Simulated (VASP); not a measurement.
Set up this calculation in VASP 6.6.1, as the native input.

- Task: relaxation of cell and atoms
- Functional: r2SCAN
- Potentials or basis: VASP PAW PBE potentials, release 64 (Mg, S)
- Cutoff: 600 eV
- k mesh: 7 × 7 × 7
- Occupations: gaussian, width 0.01 eV
- Spin: no spin polarisation
- Dipole correction: no
- Further INCAR settings: ALGO = Normal; EDIFF = 1e-06; IBRION = 2; EDIFFG = -0.03; NSW = 50; ISIF = 3

Crystal: MgS (Niningerite).

```
Mg S
1.0
     0.00000    2.60165    2.60165
     2.60165    0.00000    2.60165
     2.60165    2.60165    0.00000
Mg S
1 1
Cartesian
  0.0000 0.0000 0.0000
  2.6016 2.6016 2.6016
```

One way to write it, as run:

POSCAR

```
MgS
1.0
    0.0000000000      2.6016500000      2.6016500000
    2.6016500000      0.0000000000      2.6016500000
    2.6016500000      2.6016500000      0.0000000000
Mg S
1 1
Direct
    0.0000000000      0.0000000000      0.0000000000
    0.5000000000      0.5000000000      0.5000000000
```

INCAR.step1

```
PREC = Accurate ; ENCUT = 600
ISMEAR = 0 ; SIGMA = 0.01
LREAL = F ; LASPH = T
NELM = 60 ; GGA = PE
ALGO = Normal ; EDIFF = 1E-4
LWAVE = T ; LCHARG = F
```

INCAR.step2

```
PREC = Accurate ; ENCUT = 600
EDIFF = 1E-6 ; ISMEAR = 0
SIGMA = 0.01 ; LREAL = F
LASPH = T ; NELM = 60
ALGO = Normal ; ISIF = 3
LWAVE = F ; LCHARG = F
METAGGA = R2SCAN ; LMIXTAU = T
IBRION = 2 ; NSW = 50
EDIFFG = -0.03 ; ISTART = 1
```

KPOINTS

```
Automatic mesh
0
Gamma
  7 7 7
```

Potentials or basis: VASP PAW PBE potentials, release 64 (Mg, S).

The run is started by

```bash
$ cat potpaw_PBE.64/Mg/POTCAR potpaw_PBE.64/S/POTCAR > POTCAR
$ cp INCAR.step1 INCAR
$ mpirun -np 1 vasp_std > vasp.out
$ cp INCAR.step2 INCAR
$ mpirun -np 1 vasp_std > vasp.out
```

Results of the run:

```json
{
  "Relaxed volume": "17.48 Å³/atom",
  "Relaxed cell": "a = 3.671 Å, b = 3.671 Å, c = 3.671 Å, α = 60.00°, β = 60.00°, γ = 60.00°",
  "Space group after relaxing (to 0.05 Å)": "Fm-3m (No. 225)",
  "Energy gained by relaxing": "0.1 meV/atom",
  "Ionic steps": "2",
  "Pressure after relaxing": "0.1 GPa",
  "Band gap on the k mesh": "3.66 eV, indirect (least direct gap 4.67 eV)"
}
```

Caveat: the PAW data sets were made with another functional, which shifts forces and pressure a little.

Run time: 32 s on 1 thread of Intel(R) Xeon(R) 6975P-C (Granite Rapids), with other jobs on the host, peak memory 0.18 GiB.
